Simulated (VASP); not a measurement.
# BeSn2 (P-3m1) in VASP: relaxation of cell and atoms with PBE

Aim: the relaxation of cell and atoms of BeSn2 with PBE.

Everything below comes from runs of VASP 6.6.1. Logs are shortened: lines on timing, memory, paths and dates and some standing lists are left out, and cuts for length are marked.

### Step 1. The cell of the first run

Symmetry: P-3m1, No. 164, trigonal system. Conventional cell: a = 3.957 Å, b = 3.957 Å, c = 4.913 Å, α = 90.00°, β = 90.00°, γ = 120.00°. Within 3.4 Å of Be (site symmetry -3m) lie 6 Sn at 2.59 Å. Within 3.4 Å of Sn (site symmetry 3m) lie 3 Be at 2.59 Å and 6 Sn at 3.33 to 3.38 Å.

The cell was generated, and may not be a known phase.

### Step 2. Relaxation of cell and atoms, PBE

Input file INCAR:

```
SYSTEM = BeSn2
PREC = Accurate ; ENCUT = 600
EDIFF = 1E-6 ; ISMEAR = 0
SIGMA = 0.1 ; LREAL = .FALSE.
LASPH = .TRUE. ; NELM = 100
ALGO = Fast ; ISIF = 3
LWAVE = .FALSE. ; LCHARG = .FALSE.
GGA = PE ; IBRION = 2
NSW = 100 ; EDIFFG = -0.01
```

Input file KPOINTS:

```
regular mesh
0
G
  12 12 10
  0 0 0
```

Input file POSCAR:

```
BeSn2
1.0
    3.9570164351      0.0000000000      0.0000000000
   -1.9785082175      3.4268767560      0.0000000000
    0.0000000000      0.0000000000      4.9128258472
Be Sn
1 2
Direct
    0.0000000000      0.0000000000      0.5000000000
    0.3333333333      0.6666666667      0.7471238594
    0.6666666667      0.3333333333      0.2528761406
```

Potentials or basis: VASP PAW PBE potentials, release 64 (Be, Sn_d).

Command:

```console
cat potpaw_PBE.64/Be/POTCAR potpaw_PBE.64/Sn_d/POTCAR > POTCAR
mpirun -np 1 vasp_std > vasp.out
```

OUTCAR:

```text
SYSTEM = BeSn2
   PREC = Accurate
   ENCUT = 600
   EDIFF = 1E-6
   ISMEAR = 0
   LREAL = .FALSE.
   LASPH = .TRUE.
   NELM = 100
   ISIF = 3
   GGA = PE
   IBRION = 2
   NSW = 100
   EDIFFG = -0.01

 ion  position               nearest neighbor table
   1  0.000  0.000  0.500-   2 2.59   3 2.59   2 2.59   3 2.59   3 2.59   2 2.59
   2  0.333  0.667  0.747-   1 2.59   1 2.59   1 2.59   3 3.33   3 3.33   3 3.33   3 3.38   3 3.38
                             3 3.38
   3  0.667  0.333  0.253-   1 2.59   1 2.59   1 2.59   2 3.33   2 3.33   2 3.33   2 3.38   2 3.38
                             2 3.38

  LATTYP: Found a hexagonal cell.
 ALAT       =     3.9570164351
 C/A-ratio  =     1.2415480016

  Lattice vectors:

 A1 = (   3.9570164351,   0.0000000000,   0.0000000000)
 A2 = (  -1.9785082175,   3.4268767560,   0.0000000000)
 A3 = (   0.0000000000,   0.0000000000,   4.9128258472)

Analysis of symmetry for initial positions (statically):
=====================================================================
 Subroutine PRICEL returns:
 Original cell was already a primitive cell.

 Routine SETGRP: Setting up the symmetry group for a
 hexagonal supercell.

 Subroutine GETGRP returns: Found 12 space group operations
 (whereof 12 operations were pure point group operations)
 out of a pool of 24 trial point group operations.

The static configuration has the point symmetry D_3d.

Analysis of symmetry for dynamics (positions and initial velocities):
=====================================================================
 Subroutine PRICEL returns:
 Original cell was already a primitive cell.

 Routine SETGRP: Setting up the symmetry group for a
 hexagonal supercell.

 Subroutine GETGRP returns: Found 12 space group operations
 (whereof 12 operations were pure point group operations)
 out of a pool of 24 trial point group operations.

The dynamic configuration has the point symmetry D_3d.

 Subroutine INISYM returns: Found 12 space group operations
 (whereof 12 operations are pure point group operations),
 and found     1 'primitive' translations

----------------------------------------------------------------------------------------

                                     Primitive cell

  volume of cell :      66.6189

  direct lattice vectors                    reciprocal lattice vectors
     3.957016435  0.000000000  0.000000000     0.252715655  0.145905451  0.000000000
    -1.978508217  3.426876756  0.000000000     0.000000000  0.291810903  0.000000000
     0.000000000  0.000000000  4.912825847     0.000000000  0.000000000  0.203548840

  length of vectors
     3.957016435  3.957016435  4.912825847     0.291810903  0.291810903  0.203548840

  position of ions in fractional coordinates (direct lattice)
     0.000000000  0.000000000  0.500000000
     0.333333333  0.666666667  0.747123859
     0.666666667  0.333333333  0.252876141

  ion indices of the primitive-cell ions
   primitive index   ion index
                 1           1
                 2           2
                 3           3

----------------------------------------------------------------------------------------

 KPOINTS: regular mesh

Automatic generation of k-mesh.
 Grid dimensions read from file:
 generate k-points for:   12   12   10

 Generating k-lattice:

  Cartesian coordinates                     Fractional coordinates (reciprocal lattice)
     0.021059638  0.012158788  0.000000000     0.083333333  0.000000000  0.000000000
     0.000000000  0.024317575  0.000000000     0.000000000  0.083333333  0.000000000
     0.000000000  0.000000000  0.020354884     0.000000000  0.000000000  0.100000000

  Length of vectors
     0.024317575  0.024317575  0.020354884

  Shift w.r.t. Gamma in fractional coordinates (k-lattice)
     0.000000000  0.000000000  0.000000000

 Subroutine IBZKPT returns following result:
 ===========================================

 Found    162 irreducible k-points:

 Following reciprocal coordinates:
            Coordinates               Weight
  0.000000  0.000000  0.000000      1.000000
  0.083333  0.000000  0.000000      6.000000
  0.166667  0.000000  0.000000      6.000000
  0.250000  0.000000  0.000000      6.000000
  0.333333  0.000000  0.000000      6.000000
  0.416667  0.000000  0.000000      6.000000
[... 16 lines left out ...]
  0.166667  0.000000  0.100000      6.000000
  0.000000  0.166667  0.100000      6.000000
 [... further k-points ...]
   k-points           NKPTS =    162   k-points in BZ     NKDIM =    162   number of bands    NBANDS=     19
   number of dos      NEDOS =    301   number of ions     NIONS =      3
   total plane-waves  NPLWV =  40960
   dimension x,y,z NGX =    32 NGY =   32 NGZ =   40
   dimension x,y,z NGXF=    64 NGYF=   64 NGZF=   80
   ions per type =               1   2
   NGX,Y,Z   is equivalent  to a cutoff of  13.44, 13.44, 13.54 a.u.
   NGXF,Y,Z  is equivalent  to a cutoff of  26.89, 26.89, 27.07 a.u.
 SYSTEM =  BeSn2
   PREC   = accura    normal or accurate (medium, high low for compatibility)
   ISTART =      0    job   : 0-new  1-cont  2-samecut
   ICHARG =      2    charge: 1-file 2-atom 10-const
   ISPIN  =      1    spin polarized calculation?
   LNONCOLLINEAR =      F non collinear calculations
   LSORBIT =      F    spin-orbit coupling
   LASPH  =      T    aspherical Exc in radial PAW
   ENCUT  =  600.0 eV  44.10 Ry    6.64 a.u.   7.90  7.90  9.81*2*pi/ulx,y,z
   NELM   =    100;   NELMIN=  2; NELMDL= -5     # of ELM steps
   EDIFF  = 0.1E-05   stopping-criterion for ELM
   LREAL  =      F    real-space projection
   EDIFFG = -.1E-01   stopping-criterion for IOM
   NSW    =    100    number of steps for IOM
   IBRION =      2    ionic relax: 0-MD 1-quasi-New 2-CG
   NFREE  =      1    steps in history (QN), initial steepest desc. (CG)
   ISIF   =      3    stress and relaxation
   ISYM   =      2    0-nonsym 1-usesym 2-fastsym
   POTIM  = 0.5000    time-step for ionic-motion
   TEBEG  =    0.0;   TEEND  =   0.0 temperature during run
   PSTRESS=    0.0 pullay stress
   NELECT =      30.0000    total number of electrons
   NUPDOWN=      -1.0000    fix difference up-down
   EMIN   =  10.00;   EMAX   =-10.00  energy-range for DOS
   EFERMI =   0.00;   METHOD = LEGACY
   ISMEAR =     0;   SIGMA  =   0.10  broadening in eV -4-tet -1-fermi 0-gaus
   EFERMI_NEDOS =   21; number of points for ismear=-14 and -15
   IALGO  =     68    algorithm
   IMIX   =      4    mixing-type and parameters
     AMIX     =   0.40;   BMIX     =  1.00
     AMIX_MAG =   1.60;   BMIX_MAG =  1.00
  volume/ion in A,a.u.               =      22.21       149.86
  Fermi-wavevector in a.u.,A,eV,Ry     =   1.254824  2.371273 21.423492  1.574582
  Thomas-Fermi vector in A             =   2.388610
   LORBIT       =      0    0 simple, 1 ext, 2 COOP (PROOUT), +10 PAW based schemes
   GGA     = PE    functional components
   LHFCALC =     F    Hartree Fock is set to
   AEXX    =    0.0000 exact exchange contribution
   IVDW    =     0    specifies the selected vdW correction
   LEPSILON=     F    determine dielectric tensor
   LRPA    =     F    only Hartree local field effects (RPA)
 conjugate gradient relaxation of ions
 non-spin polarized calculation
 RMM-DIIS sequential band-by-band and
 Gauss-broadening in eV      SIGMA  =   0.10
  energy-cutoff  :      600.00
  volume of cell :       66.62
 maximum number of plane-waves:      2244
   NGX = 15   NGY = 15   NGZ = 19

--------------------------------------- Ionic step        1  -------------------------------------------

 number of electron      29.9999997 magnetization

 Free energy of the ion-electron system (eV)
  ---------------------------------------------------
  ext. energy  EPLUGINS =         0.00000000
  ---------------------------------------------------
  free energy    TOTEN  =       -10.57030488 eV

  energy without entropy =      -10.56468397  energy(sigma->0) =      -10.56749442

------------------------ aborting loop because EDIFF is reached ----------------------------------------

  FORCE on cell =-STRESS in cart. coord.  units (eV):
  Direction    XX          YY          ZZ          XY          YZ          ZX
  --------------------------------------------------------------------------------------
  -------------------------------------------------------------------------------------
  Total       -0.0835333     -0.0835333      0.0244796     -0.0000000      0.0000000      0.0000000
  in kB       -2.0089647     -2.0089647      0.5887303     -0.0000000      0.0000000      0.0000000
  external PRESSURE =      -1.1430664 kB  Pullay stress =       0.0000000 kB
[... 281 lines left out ...]
  energy  without entropy=      -10.5647210484  energy(sigma->0) =      -10.56772344

--------------------------------------- Ionic step        9  -------------------------------------------

 number of electron      29.9999994 magnetization

 Free energy of the ion-electron system (eV)
  ---------------------------------------------------
  ext. energy  EPLUGINS =         0.00000000
  ---------------------------------------------------
  free energy    TOTEN  =       -10.57072653 eV

  energy without entropy =      -10.56472114  energy(sigma->0) =      -10.56772383

 E-fermi :   6.9463     XC(G=0): -10.0737

 val. band max:        6.9339390516   @ k =   0.0000   0.2500   0.4000
 cond. band min:       6.9524333106   @ k =   0.0000   0.2500   0.3000
 fundamental gap:      0.0184942590
 Fermi energy:         6.9462807175

 k-point     1 :       0.0000    0.0000    0.0000
  band No.  band energies     occupation
      1     -14.3266      2.00000
      2     -14.3266      2.00000
      3     -14.3109      2.00000
      4     -14.2615      2.00000
      5     -14.2615      2.00000
      6     -14.2413      2.00000
[... 11 lines left out ...]
     18      11.6093      0.00000
     19      12.1005      0.00000
[... 489 lines left out ...]
      3     -14.3074      2.00000
      4     -14.2678      2.00000
      5     -14.2506      2.00000
      6     -14.2411      2.00000
[... 11 lines left out ...]
     18      11.4236      0.00000
     19      12.7431      0.00000

 [... further k-points ...]

------------------------ aborting loop because EDIFF is reached ----------------------------------------

  FORCE on cell =-STRESS in cart. coord.  units (eV):
  Direction    XX          YY          ZZ          XY          YZ          ZX
  --------------------------------------------------------------------------------------
  -------------------------------------------------------------------------------------
  Total        0.0103492      0.0103492      0.0069653      0.0000000     -0.0000000      0.0000000
  in kB        0.2496463      0.2496463      0.1680181      0.0000000     -0.0000000      0.0000000
  external PRESSURE =       0.2224369 kB  Pullay stress =       0.0000000 kB
[... 18 lines left out ...]
  FREE ENERGIE OF THE ION-ELECTRON SYSTEM (eV)
  ---------------------------------------------------
  free  energy   TOTEN  =       -10.5707265260 eV

  energy  without entropy=      -10.5647211422  energy(sigma->0) =      -10.56772383

 reached required accuracy - stopping structural energy minimisation
```

Run time: 5.1 min. Hardware: 1 thread of Intel Xeon 6975P-C (Granite Rapids), shared host; peak memory 0.37 GiB.

Results:

| Quantity | Value |
| --- | --- |
| Free energy | -10.5707 eV |
| Relaxed volume | 22.14 Å³/atom |
| Relaxed cell | a = 3.944 Å, b = 3.944 Å, c = 4.930 Å, α = 90.00°, β = 90.00°, γ = 120.00° |
| Space group after relaxing (to 0.1 Å) | P-3m1 (No. 164) |
| Energy gained by relaxing | 0.1 meV/atom |
| Ionic steps | 9 |
| Pressure after relaxing | 0.0 GPa |
| Largest force after relaxing | 0.004 eV/Å |
| Band gap on the k mesh | zero (bands 15 and 16 overlap by 4.59 eV) |

Forces in eV/Å, atoms in the order of the input:
```
Be   0.000  0.000  0.000
Sn   0.000  0.000  0.004
Sn   0.000  0.000 -0.004
```

The path:
```
step  energy change (eV)  largest force (eV/Å)  pressure (GPa)  volume (Å³)
   1              0.0000                0.0186           -0.11        66.62
   2             -0.0002                0.0210            0.13        66.47
   3             -0.0001                0.0265            0.02        66.47
   4             -0.0003                0.0153            0.01        66.49
   5             -0.0004                0.0044           -0.07        66.53
   6             -0.0004                0.0007           -0.08        66.54
   7             -0.0004                0.0045            0.09        66.40
   8             -0.0004                0.0113            0.00        66.43
   9             -0.0004                0.0042            0.02        66.42
```

Final structure:
```cif
data_structure
_symmetry_space_group_name_H-M 'P 1'
_symmetry_Int_Tables_number 1
_cell_length_a 3.9443
_cell_length_b 3.9443
_cell_length_c 4.9296
_cell_angle_alpha 90.000
_cell_angle_beta 90.000
_cell_angle_gamma 120.000
_cell_volume 66.42
loop_
_atom_site_label
_atom_site_type_symbol
_atom_site_fract_x
_atom_site_fract_y
_atom_site_fract_z
_atom_site_occupancy
Be1 Be 0.00000 0.00000 0.50000 1
Sn1 Sn 0.33333 0.66667 0.74840 1
Sn2 Sn 0.66667 0.33333 0.25160 1
```

Levels at points of the mesh, in eV from the Fermi level:
```
           k point  band 13  band 14  band 15  band 16  band 17  band 18
(0.00, 0.00, 0.00)    -3.48     1.44     1.44     1.87     1.87     4.66
(0.50, 0.00, 0.00)    -2.12    -1.55    -1.24    -0.93     1.04     2.96
(0.00, 0.00, 0.50)     1.42     1.42     2.20     2.86     2.86     2.93
(0.50, 0.00, 0.50)    -4.68    -3.98    -0.72     1.67     1.88     2.15
```

Caveat: spin-orbit coupling is left out, which moves the levels of the heavy elements.
